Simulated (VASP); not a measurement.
A run of VASP 6.6.1:

The input INCAR:

```
PREC     = Accurate       # precision mode
ENCUT    = 520            # plane-wave cutoff, eV
EDIFF    = 1E-7           # SCF threshold, eV
ISMEAR   = 0              # smearing method
SIGMA    = 0.1            # smearing width, eV
LREAL    = False          # projectors in reciprocal space
LASPH    = True           # aspherical terms in the spheres
NELM     = 80             # most SCF steps
ALGO     = Normal         # electronic algorithm
ISIF     = 2              # what is computed and relaxed
LWAVE    = False          # write WAVECAR
LCHARG   = False          # write CHGCAR
GGA      = PS             # functional
NBANDS   = 14             # bands
```

Contents of KPOINTS:

```
regular mesh
0
Gamma
  14 14 14
```

The input POSCAR:

```
AlPt
1.0
    3.0601603425      0.0000000000      0.0000000000
    0.0000000000      3.0601603425      0.0000000000
    0.0000000000      0.0000000000      3.0601603425
Al Pt
1 1
Direct
    0.0000000000      0.0000000000      0.0000000000
    0.5000000000      0.5000000000      0.5000000000
```

Potentials or basis: VASP PAW PBE potentials, release 64 (Al, Pt).

Run with:

```bash
$ cat potpaw_PBE.64/Al/POTCAR potpaw_PBE.64/Pt/POTCAR > POTCAR
$ mpirun -np 1 vasp_std > vasp.out
```

Hardware: 1 thread of Intel(R) Xeon(R) 6975P-C (Granite Rapids) (shared host).

Q: Estimate the wall time of this run.

A: Wall time 9.1 s on 1 thread of Intel(R) Xeon(R) 6975P-C (Granite Rapids), on a shared host, peak memory 0.17 GiB. Counts: scf iterations 11, k points 120.
